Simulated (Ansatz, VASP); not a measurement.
One calculation of SrCl2, two programs

The input INCAR:

```
ALGO = Normal
EDIFF = 1E-6
ENCUT = 520
GGA = PE
ISIF = 2
ISMEAR = 0
LASPH = True
LCHARG = False
LREAL = False
LWAVE = False
NBANDS = 19
NELM = 100
PREC = Accurate
SIGMA = 0.05
```

The input KPOINTS:

```
k-points
0
Gamma
  6 6 6
```

POSCAR

```
SrCl2
1.0
    0.0000000000      3.4855000000      3.4855000000
    3.4855000000      0.0000000000      3.4855000000
    3.4855000000      3.4855000000      0.0000000000
Sr Cl
1 2
Direct
    0.0000000000      0.0000000000      0.0000000000
    0.2320685698      0.2679314302      0.2679314302
    0.7320685698      0.7679314302      0.7679314302
```

Input for Ansatz:

```yaml
crystal:
  lattice:
    - [0.0, 3.4855, 3.4855]
    - [3.4855, 0.0, 3.4855]
    - [3.4855, 3.4855, 0.0]
  atoms:
    - { symbol: Sr, position: [0.0, 0.0, 0.0] }
    - { symbol: Cl, position: [0.2320685698, 0.2679314302, 0.2679314302] }
    - { symbol: Cl, position: [0.7320685698, 0.7679314302, 0.7679314302] }
basis:
  ecutwfc: 420
kpoints:
  mp_grid: { grid: [6, 6, 6] }
hamiltonian:
  xc: pbe
scf:
  occupations: { method: gaussian, width: 0.05 }
output:
  forces: true
  stress: true
  eigenvalues: true
```

Change from the starting cell: all Cl atoms moved +0.125 Å, as atom 2 along Cartesian [1 0 0].

Alike in both runs: task single point; functional PBE; k mesh 6 × 6 × 6; occupations gaussian, width 0.05 eV; no spin polarisation.

|  | VASP | Ansatz |
| --- | --- | --- |
| version | VASP 6.6.1 | Ansatz 0.2.0 |
| potentials or method | VASP PAW PBE potentials, release 64 (Sr_sv, Cl), cutoff 520 eV | scalar-relativistic, plane waves, PAW |
| valence electrons in the cell | 24 | 24 |

Ansatz gave:

```
gap on the k mesh at the Fermi level (eV)                     : 5.34
least direct gap on the mesh (eV)                             : 5.50
pressure (GPa)                                                : 1.3
traceless stress, the component that is largest in VASP (GPa) : -0.07
rms of the force components (eV/Å)                            : 0.138
```

Question: Which values does VASP return?

Answer: gap on the k mesh at the Fermi level (eV): 5.33; least direct gap on the mesh (eV): 5.50; pressure (GPa): 1.4; traceless stress, the component that is largest in VASP (GPa): -0.07; rms of the force components (eV/Å): 0.142.

Atom by atom the forces differ by 0.004 eV/Å (rms over components).
